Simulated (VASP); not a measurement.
Write the native input for VASP 6.6.1 that does the following.

* Task: single point
* Functional: PBE
* Potentials or basis: VASP PAW PBE potentials, release 64 (Cl, Br, Li_sv)
* Cutoff: 520 eV
* k mesh: 4 × 4 × 4
* Occupations: gaussian, width 0.01 eV
* Spin: no spin polarisation
* Dipole correction: no
* Further INCAR settings: ALGO = Normal; EDIFF = 1e-07; NBANDS = 18

The structure of Li2BrCl lies in POSCAR:

```
Li2BrCl
1.0
    1.9068265665      1.1009068315      6.2167025929
   -1.9068265665      1.1009068315      6.2167025929
    0.0000000000     -2.2018136630      6.2167025928
Cl Br Li
1 1 2
Direct
    1.0000000000      0.0000000000      0.0000000000
    0.5000000000      0.5000000000      0.5000000000
    0.2543610290      0.2543610290      0.2543610290
    0.7456389710      0.7456389710      0.7456389710
```

This cell differs from its parent crystal: volume changed by +5%.

One way to write it, as run:

INCAR

```
SYSTEM = Li2BrCl
ALGO = Normal
EDIFF = 1E-7
ENCUT = 520
GGA = PE
ISIF = 2
ISMEAR = 0
LASPH = .True.
LCHARG = .False.
LREAL = .False.
LWAVE = .False.
NBANDS = 18
NELM = 60
PREC = Accurate
SIGMA = 0.01
```

KPOINTS

```
k-points
0
Gamma
  4 4 4
  0 0 0
```

Potentials or basis: VASP PAW PBE potentials, release 64 (Cl, Br, Li_sv).

The run is started by

```bash
$ cat potpaw_PBE.64/Cl/POTCAR potpaw_PBE.64/Br/POTCAR potpaw_PBE.64/Li_sv/POTCAR > POTCAR
$ mpirun -np 1 vasp_std > vasp.out
```

It gave:

```
Largest force          : 0.006 eV/Å
Band gap on the k mesh : 4.90 eV, direct
```

Caveat: the k points lie up to 0.48 Å⁻¹ apart.

Run time: 100 s on 1 thread of Intel Xeon 8259CL, with other jobs on the host, peak memory 0.34 GiB.
